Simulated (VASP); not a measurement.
# Al12N in VASP: single point with LDA

Aim: the single point of Al12N with LDA.

Everything below comes from runs of VASP 6.6.1. Logs are shortened: lines on timing, memory, paths and dates and some standing lists are left out, and cuts for length are marked.

## 1. The cell of the first run

The cell holds a slab with vacuum, 13 atoms: a = 5.634 Å, b = 5.634 Å, c = 19.604 Å, α = 90.00°, β = 90.00°, γ = 90.00°.

## 2. Single point, LDA

The input, INCAR:

```
PREC = Accurate
ENCUT = 520
EDIFF = 1E-6
ISMEAR = 0
SIGMA = 0.1
LREAL = F
LASPH = T
NELM = 80
ALGO = Normal
ISIF = 2
LWAVE = F
LCHARG = F
LDIPOL = T
IDIPOL = 3
DIPOL = 0.5 0.5 0.322
NBANDS = 32
```

The input, KPOINTS:

```
Automatic mesh
0
Gamma
  5 5 1
```

The input, POSCAR:

```
Al12N
1.0
    5.6336864727      0.0000000000      0.0000000000
    0.0000000000      5.6336864727      0.0000000000
    0.0000000000      0.0000000000     19.6042970528
Al N
12 1
Direct
    0.2500000000      0.2500000000      0.2040369001
    0.2500000000      0.7500000000      0.2040369001
    0.7500000000      0.2500000000      0.2040369001
    0.7500000000      0.7500000000      0.2040369001
    0.0000000000      0.0000000000      0.3086956402
    0.0000000000      0.5000000000      0.3086956402
    0.5000000000      0.0000000000      0.3086956402
    0.5000000000      0.5000000000      0.3086956402
    0.2500000000      0.2500000000      0.4133939121
    0.2500000000      0.7500000000      0.4133939121
    0.7500000000      0.2500000000      0.4133939121
    0.7500000000      0.7500000000      0.4133939121
    0.3333333333      0.4166666667      0.4813638705
```

Potentials or basis: VASP PAW LDA potentials, release 64 (Al, N).

The run is started by

```sh
cat potpaw_LDA.64/Al/POTCAR potpaw_LDA.64/N/POTCAR > POTCAR
mpirun -np 1 vasp_std > vasp.out
```

OUTCAR:

```text
PREC = Accurate
   ENCUT = 520
   EDIFF = 1E-6
   ISMEAR = 0
   LREAL = F
   LASPH = T
   NELM = 80
   ISIF = 2

 ion  position               nearest neighbor table
   1  0.250  0.250  0.204-   2 2.82   3 2.82   2 2.82   3 2.82   7 2.86   8 2.86   5 2.86   6 2.86

   2  0.250  0.750  0.204-   1 2.82   4 2.82   1 2.82   4 2.82   7 2.86   8 2.86   5 2.86   6 2.86

   3  0.750  0.250  0.204-   1 2.82   4 2.82   4 2.82   1 2.82   7 2.86   8 2.86   5 2.86   6 2.86

   4  0.750  0.750  0.204-   2 2.82   3 2.82   3 2.82   2 2.82   7 2.86   8 2.86   5 2.86   6 2.86

   5  0.000  0.000  0.309-   6 2.82   7 2.82   6 2.82   7 2.82   1 2.86   2 2.86   3 2.86   4 2.86
                            11 2.86  12 2.86   9 2.86  10 2.86
   6  0.000  0.500  0.309-   5 2.82   8 2.82   5 2.82   8 2.82   1 2.86   2 2.86   3 2.86   4 2.86
                            11 2.86  12 2.86   9 2.86  10 2.86
   7  0.500  0.000  0.309-   5 2.82   8 2.82   8 2.82   5 2.82   1 2.86   2 2.86   3 2.86   4 2.86
                            11 2.86  12 2.86   9 2.86  10 2.86
   8  0.500  0.500  0.309-   6 2.82   7 2.82   7 2.82   6 2.82   1 2.86   2 2.86   3 2.86   4 2.86
                            11 2.86  12 2.86   9 2.86  10 2.86
   9  0.250  0.250  0.413-  13 1.70  11 2.82  10 2.82  10 2.82  11 2.82   6 2.86   7 2.86   8 2.86
                             5 2.86
  10  0.250  0.750  0.413-  13 2.35  12 2.82   9 2.82   9 2.82  12 2.82   6 2.86   7 2.86   8 2.86
                             5 2.86
  11  0.750  0.250  0.413-   9 2.82  12 2.82  12 2.82   9 2.82   5 2.86   6 2.86   7 2.86   8 2.86

  12  0.750  0.750  0.413-  10 2.82  11 2.82  11 2.82  10 2.82   5 2.86   6 2.86   7 2.86   8 2.86

  13  0.333  0.417  0.481-   9 1.70  10 2.35

  LATTYP: Found a simple tetragonal cell.
 ALAT       =     5.6336864727
 C/A-ratio  =     3.4798345893

  Lattice vectors:

 A1 = (   5.6336864727,   0.0000000000,   0.0000000000)
 A2 = (   0.0000000000,   5.6336864727,   0.0000000000)
 A3 = (   0.0000000000,   0.0000000000,  19.6042970528)

Analysis of symmetry for initial positions (statically):
=====================================================================
 Subroutine PRICEL returns:
 Original cell was already a primitive cell.

 Routine SETGRP: Setting up the symmetry group for a
 simple tetragonal supercell.

 Subroutine GETGRP returns: Found  1 space group operations
 (whereof  1 operations were pure point group operations)
 out of a pool of 16 trial point group operations.

The static configuration has the point symmetry C_1 .

Analysis of symmetry for dynamics (positions and initial velocities):
=====================================================================
 Subroutine PRICEL returns:
 Original cell was already a primitive cell.

 Routine SETGRP: Setting up the symmetry group for a
 simple tetragonal supercell.

 Subroutine GETGRP returns: Found  1 space group operations
 (whereof  1 operations were pure point group operations)
 out of a pool of 16 trial point group operations.

The dynamic configuration has the point symmetry C_1 .

 Subroutine INISYM returns: Found  1 space group operations
 (whereof  1 operations are pure point group operations),
 and found     1 'primitive' translations

----------------------------------------------------------------------------------------

                                     Primitive cell

  volume of cell :     622.2095

  direct lattice vectors                    reciprocal lattice vectors
     5.633686473  0.000000000  0.000000000     0.177503666  0.000000000  0.000000000
     0.000000000  5.633686473  0.000000000     0.000000000  0.177503666  0.000000000
     0.000000000  0.000000000 19.604297053     0.000000000  0.000000000  0.051009225

  length of vectors
     5.633686473  5.633686473 19.604297053     0.177503666  0.177503666  0.051009225

  position of ions in fractional coordinates (direct lattice)
     0.250000000  0.250000000  0.204036900
     0.250000000  0.750000000  0.204036900
     0.750000000  0.250000000  0.204036900
     0.750000000  0.750000000  0.204036900
     0.000000000  0.000000000  0.308695640
     0.000000000  0.500000000  0.308695640
     0.500000000  0.000000000  0.308695640
     0.500000000  0.500000000  0.308695640
     0.250000000  0.250000000  0.413393912
     0.250000000  0.750000000  0.413393912
     0.750000000  0.250000000  0.413393912
     0.750000000  0.750000000  0.413393912
     0.333333333  0.416666667  0.481363870

  ion indices of the primitive-cell ions
   primitive index   ion index
                 1           1
                 2           2
                 3           3
                 4           4
                 5           5
                 6           6
                 7           7
                 8           8
                 9           9
                10          10
                11          11
                12          12
                13          13

----------------------------------------------------------------------------------------

 KPOINTS: Automatic mesh

Automatic generation of k-mesh.
 Grid dimensions read from file:
 generate k-points for:    5    5    1

 Generating k-lattice:

  Cartesian coordinates                     Fractional coordinates (reciprocal lattice)
     0.035500733  0.000000000  0.000000000     0.200000000  0.000000000  0.000000000
     0.000000000  0.035500733  0.000000000     0.000000000  0.200000000  0.000000000
     0.000000000  0.000000000  0.051009225     0.000000000  0.000000000  1.000000000

  Length of vectors
     0.035500733  0.035500733  0.051009225

  Shift w.r.t. Gamma in fractional coordinates (k-lattice)
     0.000000000  0.000000000  0.000000000

 Subroutine IBZKPT returns following result:
 ===========================================

 Found     13 irreducible k-points:

 Following reciprocal coordinates:
            Coordinates               Weight
  0.000000  0.000000  0.000000      1.000000
  0.200000  0.000000  0.000000      2.000000
  0.000000  0.200000  0.000000      2.000000
  0.400000  0.000000  0.000000      2.000000
  0.000000  0.400000  0.000000      2.000000
  0.200000  0.200000  0.000000      2.000000
 -0.200000  0.200000  0.000000      2.000000
  0.400000  0.200000  0.000000      2.000000
 -0.200000  0.400000  0.000000      2.000000
 -0.400000  0.200000  0.000000      2.000000
  0.200000  0.400000  0.000000      2.000000
  0.400000  0.400000  0.000000      2.000000
 -0.400000  0.400000  0.000000      2.000000
   k-points           NKPTS =     13   k-points in BZ     NKDIM =     13   number of bands    NBANDS=     32
   number of dos      NEDOS =    301   number of ions     NIONS =     13
   total plane-waves  NPLWV = 264600
   dimension x,y,z NGX =    42 NGY =   42 NGZ =  150
   dimension x,y,z NGXF=    84 NGYF=   84 NGZF=  300
   ions per type =              12   1
   NGX,Y,Z   is equivalent  to a cutoff of  12.39, 12.39, 12.72 a.u.
   NGXF,Y,Z  is equivalent  to a cutoff of  24.79, 24.79, 25.44 a.u.
 SYSTEM =  unknown system
   PREC   = accura    normal or accurate (medium, high low for compatibility)
   ISTART =      0    job   : 0-new  1-cont  2-samecut
   ICHARG =      2    charge: 1-file 2-atom 10-const
   ISPIN  =      1    spin polarized calculation?
   LNONCOLLINEAR =      F non collinear calculations
   LSORBIT =      F    spin-orbit coupling
   LASPH  =      T    aspherical Exc in radial PAW
   ENCUT  =  520.0 eV  38.22 Ry    6.18 a.u.  10.47 10.47 36.45*2*pi/ulx,y,z
   NELM   =     80;   NELMIN=  2; NELMDL= -5     # of ELM steps
   EDIFF  = 0.1E-05   stopping-criterion for ELM
   LREAL  =      F    real-space projection
   EDIFFG = 0.1E-04   stopping-criterion for IOM
   NSW    =      0    number of steps for IOM
   IBRION =     -1    ionic relax: 0-MD 1-quasi-New 2-CG
   NFREE  =      0    steps in history (QN), initial steepest desc. (CG)
   ISIF   =      2    stress and relaxation
   ISYM   =      2    0-nonsym 1-usesym 2-fastsym
   POTIM  = 0.5000    time-step for ionic-motion
   TEBEG  =    0.0;   TEEND  =   0.0 temperature during run
   PSTRESS=    0.0 pullay stress
   NELECT =      41.0000    total number of electrons
   NUPDOWN=      -1.0000    fix difference up-down
   EMIN   =  10.00;   EMAX   =-10.00  energy-range for DOS
   EFERMI =   0.00;   METHOD = LEGACY
   ISMEAR =     0;   SIGMA  =   0.10  broadening in eV -4-tet -1-fermi 0-gaus
   EFERMI_NEDOS =   21; number of points for ismear=-14 and -15
   IALGO  =     38    algorithm
   IMIX   =      4    mixing-type and parameters
     AMIX     =   0.40;   BMIX     =  1.00
     AMIX_MAG =   1.60;   BMIX_MAG =  1.00
  volume/ion in A,a.u.               =      47.86       322.99
  Fermi-wavevector in a.u.,A,eV,Ry     =   0.661237  1.249557  5.948937  0.437235
  Thomas-Fermi vector in A             =   1.733934
   LORBIT       =      0    0 simple, 1 ext, 2 COOP (PROOUT), +10 PAW based schemes
   GGA     = CA    functional components
   LHFCALC =     F    Hartree Fock is set to
   AEXX    =    0.0000 exact exchange contribution
   IVDW    =     0    specifies the selected vdW correction
   LEPSILON=     F    determine dielectric tensor
   LRPA    =     F    only Hartree local field effects (RPA)
 non-spin polarized calculation
 Gauss-broadening in eV      SIGMA  =   0.10
  energy-cutoff  :      520.00
  volume of cell :      622.21
 maximum number of plane-waves:     16799
 NGX is ok and might be reduce to    42
   NGX = 21   NGY = 21   NGZ = 73

 dipolmoment           0.000000      0.000000     -0.110746 electrons x Angstroem

 number of electron      41.0000001 magnetization

 dipolmoment           0.000000      0.000000      0.262289 electrons x Angstroem

 Free energy of the ion-electron system (eV)
  ---------------------------------------------------
  ext. energy  EPLUGINS =         0.00000000
  ---------------------------------------------------
  free energy    TOTEN  =       -53.27210993 eV

  energy without entropy =      -53.24583093  energy(sigma->0) =      -53.25897043

 E-fermi :  -0.9371     XC(G=0):  -4.4013

 val. band max:       -0.9396210094   @ k =  -0.4000   0.2000   0.0000
 cond. band min:      -0.8924610629   @ k =   0.2000   0.2000   0.0000
 fundamental gap:      0.0471599464
 Fermi energy:        -0.9370571884

 k-point     1 :       0.0000    0.0000    0.0000
  band No.  band energies     occupation
      1     -13.7444      2.00000
      2     -11.2258      2.00000
      3      -8.9149      2.00000
      4      -6.8699      2.00000
      5      -6.8241      2.00000
      6      -6.7336      2.00000
[... 24 lines left out ...]
     31       1.9056      0.00000
     32       2.1578      0.00000

 k-point     2 :       0.2000    0.0000    0.0000
  band No.  band energies     occupation
      1     -13.7339      2.00000
      2     -11.0511      2.00000
      3      -8.7723      2.00000
      4      -8.3528      2.00000
      5      -6.6881      2.00000
      6      -6.5342      2.00000
[... 24 lines left out ...]
     31       2.0059      0.00000
     32       2.0649      0.00000
[... 348 lines left out ...]
     31       2.0150      0.00000
     32       2.3059      0.00000

 k-point    13 :      -0.4000    0.4000    0.0000
  band No.  band energies     occupation
      1     -13.6940      2.00000
      2      -9.8156      2.00000
      3      -8.9624      2.00000
      4      -8.8730      2.00000
      5      -8.0373      2.00000
      6      -7.5887      2.00000
[... 24 lines left out ...]
     31       1.9512      0.00000
     32       2.2994      0.00000

------------------------ aborting loop because EDIFF is reached ----------------------------------------

 vacuum level on the upper side and lower side of the slab       (xc-potential included)         0.719        -0.738

  FORCE on cell =-STRESS in cart. coord.  units (eV):
  Direction    XX          YY          ZZ          XY          YZ          ZX
  --------------------------------------------------------------------------------------
  -------------------------------------------------------------------------------------
  Total       -7.5854899    -10.1407854     -0.0131538      2.4407005      3.3391344      1.0330623
  in kB      -19.5324892    -26.1123257     -0.0338709      6.2847565      8.5982063      2.6601153
  external PRESSURE =     -15.2262286 kB  Pullay stress =       0.0000000 kB

 VOLUME and BASIS-vectors are now :
 -----------------------------------------------------------------------------
  energy-cutoff  :      520.00
  volume of cell :      622.21
      direct lattice vectors                 reciprocal lattice vectors
     5.633686473  0.000000000  0.000000000     0.177503666  0.000000000  0.000000000
     0.000000000  5.633686473  0.000000000     0.000000000  0.177503666  0.000000000
     0.000000000  0.000000000 19.604297053     0.000000000  0.000000000  0.051009225

 POSITION                                       TOTAL-FORCE (eV/Angst)
 -----------------------------------------------------------------------------------
      1.40842      1.40842      4.00000         0.019646     -0.067485      0.016448
      1.40842      4.22526      4.00000         0.056607      0.138095      0.015542
      4.22526      1.40842      4.00000         0.023494      0.125795      0.011952
      4.22526      4.22526      4.00000        -0.050874     -0.104520      0.063591
      0.00000      0.00000      6.05176        -0.022048     -0.021710     -0.059275
      0.00000      2.81684      6.05176        -0.030178      0.040075     -0.019290
      2.81684      0.00000      6.05176         0.066881     -0.007811      0.067551
      2.81684      2.81684      6.05176         0.052367      0.025818     -0.117585
      1.40842      1.40842      8.10430        -0.927402     -1.650355     -1.650119
      1.40842      4.22526      8.10430         0.285880     -1.584241      1.232824
      4.22526      1.40842      8.10430        -0.550006      0.187397      0.340767
      4.22526      4.22526      8.10430         0.046393      0.073625     -0.031536
      1.87790      2.34737      9.43680         1.029241      2.845317      0.129130
 -----------------------------------------------------------------------------------
    total drift:                               -0.000151     -0.000177     -0.000060

  FREE ENERGIE OF THE ION-ELECTRON SYSTEM (eV)
  ---------------------------------------------------
  free  energy   TOTEN  =       -53.2721099329 eV

  energy  without entropy=      -53.2458309281  energy(sigma->0) =      -53.25897043

 vacuum level on the upper side and lower side of the slab         5.053         3.531
```

Run time: 5.4 min. Hardware: 1 thread of Intel Xeon Platinum 8488C (Sapphire Rapids), shared host; peak memory 0.53 GiB.

What came out:

```
Free energy   : -53.2721 eV
Largest force : 3.029 eV/Å
```

Forces in eV/Å, atoms in the order of the input:
```
Al   0.020 -0.067  0.016
Al   0.057  0.138  0.016
Al   0.023  0.126  0.012
Al  -0.051 -0.105  0.064
Al  -0.022 -0.022 -0.059
Al  -0.030  0.040 -0.019
Al   0.067 -0.008  0.068
Al   0.052  0.026 -0.118
Al  -0.927 -1.650 -1.650
Al   0.286 -1.584  1.233
Al  -0.550  0.187  0.341
Al   0.046  0.074 -0.032
N    1.029  2.845  0.129
```

Levels at points of the mesh, in eV from the Fermi level:
| k point | band 18 | band 19 | band 20 | band 21 | band 22 | band 23 | band 24 | band 25 |
| --- | --- | --- | --- | --- | --- | --- | --- | --- |
| (0.00, 0.00, 0.00) | -1.12 | -0.79 | -0.50 | -0.37 | -0.11 | -0.04 | 0.19 | 0.84 |
